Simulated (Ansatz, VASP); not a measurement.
Al3Si2N3: VASP beside Ansatz

```
Al Si N
1.0
     3.11072    0.00000    0.00000
     0.00000    3.36847    0.00000
     0.00000    0.00000    9.62081
Al Si N
3 2 3
Direct
  0.50000 0.50000 0.69375
  0.00000 0.00000 0.48196
  0.50000 0.50000 0.26064
  0.00000 0.00000 0.04747
  0.00000 0.50000 0.89297
  0.50000 0.00000 0.59401
  0.00000 0.50000 0.37407
  0.50000 0.00000 0.15512
```

Alike in both runs: functional PBE; k mesh 10 × 10 × 4; occupations gaussian, width 0.1 eV; no spin polarisation.

Ansatz relaxed the structure, and its values are those at the end. VASP's run is a single point on that final structure, the one shown.

|  | VASP | Ansatz |
| --- | --- | --- |
| version | VASP 6.6.1 | Ansatz 0.2.0 |
| potentials or method | VASP PAW PBE potentials, release 64 (Al, Si, N), cutoff 520 eV | scalar-relativistic, plane waves, PAW |
| valence electrons in the cell | 32 | 32 |

```csv
,VASP,Ansatz,Ansatz less VASP
gap on the k mesh at the Fermi level (eV),none,none,-
pressure (GPa),-0.2,0.0,+0.19
rms of the force components (eV/Å),0.003,0.001,-0.0021
```

A gap of «none» marks a metal or a gap that the smearing closes.
